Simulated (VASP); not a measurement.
Set up this calculation in VASP 6.6.1, as the native input.

| Property | Result |
| --- | --- |
| Task | single point |
| Functional | PBEsol |
| Potentials or basis | VASP PAW PBE potentials, release 64 (Hg) |
| Cutoff | 520 eV |
| k mesh | 8 × 8 × 8 |
| Occupations | gaussian, width 0.1 eV |
| Spin | no spin polarisation |
| Dipole correction | no |
| Further INCAR settings | ALGO = Normal; EDIFF = 1e-06; NBANDS = 12 |

The structure of Hg lies in POSCAR:

```
Hg
1.0
    0.0000000000      2.0011941402      2.0011941402
    2.0011941402      0.0000000000      2.0011941402
    2.0011941402      2.0011941402      0.0000000000
Hg
1
Direct
    0.0000000000      0.0000000000      0.0000000000
```

The input as run:

INCAR

```
SYSTEM = Hg
  PREC = Accurate
  ENCUT = 520
  EDIFF = 1E-6
  ISMEAR = 0
  SIGMA = 0.1
  LREAL = .False.
  LASPH = .True.
  NELM = 80
  ALGO = Normal
  ISIF = 2
  LWAVE = .False.
  LCHARG = .False.
  GGA = PS
  NBANDS = 12
```

KPOINTS

```
regular mesh
0
Gamma
  8 8 8
  0 0 0
```

Potentials or basis: VASP PAW PBE potentials, release 64 (Hg).

Run with:

```bash
$ cat potpaw_PBE.64/Hg/POTCAR > POTCAR
$ mpirun -np 1 vasp_std > vasp.out
```

Results of the run:

```yaml
Pressure: 57.5 GPa
Band_gap_on_the_k_mesh: zero (band 6 reaches 8.37 eV, above the bottom of band 7 at 6.13 eV)
```

Caveat: the PAW data sets were made with another functional, which shifts forces and pressure a little; spin-orbit coupling is left out, which moves the levels of the heavy elements.

Run time: 3 s on 1 thread of Intel(R) Xeon(R) 6975P-C (Granite Rapids), on a shared host, peak memory 0.13 GiB.
